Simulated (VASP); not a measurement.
Set up this calculation in VASP 6.6.1, as the native input.

- Task: single point
- Functional: PBE
- Potentials or basis: VASP PAW PBE potentials, release 64 (Co_sv, Al)
- Cutoff: 690 eV
- k mesh: 15 × 15 × 14
- Occupations: fermi-dirac, width 0.1 eV
- Spin: no spin polarisation
- Dipole correction: no
- Further INCAR settings: ALGO = Normal; EDIFF = 1e-06; NBANDS = 17

The structure of AlCo (WC type) lies in POSCAR:

```
AlCo
1.0
    2.2003647418      0.0000000000      0.0000000000
   -1.1001823709      1.9055717640      0.0000000000
    0.0000000000      0.0000000000      3.2064284937
Co Al
1 1
Direct
    0.0000000000      0.0000000000      0.0000000000
    0.3333333333      0.6666666667      0.5000000000
```

One way to write it, as run:

INCAR

```
PREC = Accurate ; ENCUT = 690
EDIFF = 1E-6 ; ISMEAR = -1
SIGMA = 0.1 ; LREAL = F
LASPH = T ; NELM = 120
ALGO = Normal ; ISIF = 2
LWAVE = F ; LCHARG = F
GGA = PE ; NBANDS = 17
GGA_COMPAT = F
```

KPOINTS

```
Automatic mesh
0
Gamma
  15 15 14
```

Potentials or basis: VASP PAW PBE potentials, release 64 (Co_sv, Al).

Command:

```sh
$ cat potpaw_PBE.64/Co_sv/POTCAR potpaw_PBE.64/Al/POTCAR > POTCAR
$ mpirun -np 1 vasp_std > vasp.out
```

Results of the run:

```yaml
Pressure: 339.8 GPa
Band_gap_on_the_k_mesh: zero (bands 10 and 11 overlap by 2.87 eV)
```

Caveat: the cell stands under pressure; the run has no spin polarisation, though such a crystal can be magnetic.

Wall time 34 s on 1 thread of AMD EPYC 9R45 96-Core Processor (Zen 5) (shared host), peak memory 0.16 GiB.
